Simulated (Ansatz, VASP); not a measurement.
# One calculation of N, two programs

```
CELL_PARAMETERS angstrom
3.62900 0.00000 0.00000
-1.81450 3.14281 0.00000
0.00000 0.00000 5.89000
ATOMIC_POSITIONS crystal
N 0.27186 0.62167 0.25000
N 0.66667 0.33333 0.75000
```

Alike in both runs: task single point; functional r2SCAN; k mesh 6 × 6 × 4; occupations gaussian, width 0.05 eV; collinear spin.

```csv
,VASP,Ansatz
version,VASP 6.6.1,Ansatz 0.2.0
potentials or method,"VASP PAW PBE potentials, release 64 (N), cutoff 520 eV","scalar-relativistic, plane waves, PAW"
valence electrons in the cell,10,10
```

|  | VASP | Ansatz | Ansatz less VASP |
| --- | --- | --- | --- |
| gap on the k mesh at the Fermi level (eV) | 3.91 | 3.91 | -0.004 |
| least direct gap on the mesh (eV) | 3.91 | 3.91 | -0.004 |
| pressure (GPa) | 0.2 | 0.3 | +0.15 |
| rms of the force components (eV/Å) | 0.006 | 0.006 | -0.0002 |
| net moment per atom (μB) | 3.00 | 3.00 | 0.000 |
| size of the moment on the site where the two differ most (μB) | 1.99 | 2.89 | +0.901 |

VASP's potentials were made for PBE, not for r2SCAN. Site moments also hang on the region over which each program counts them. Atom by atom the forces differ by 0.000 eV/Å (rms over components). Ansatz's warnings: stability check not made.
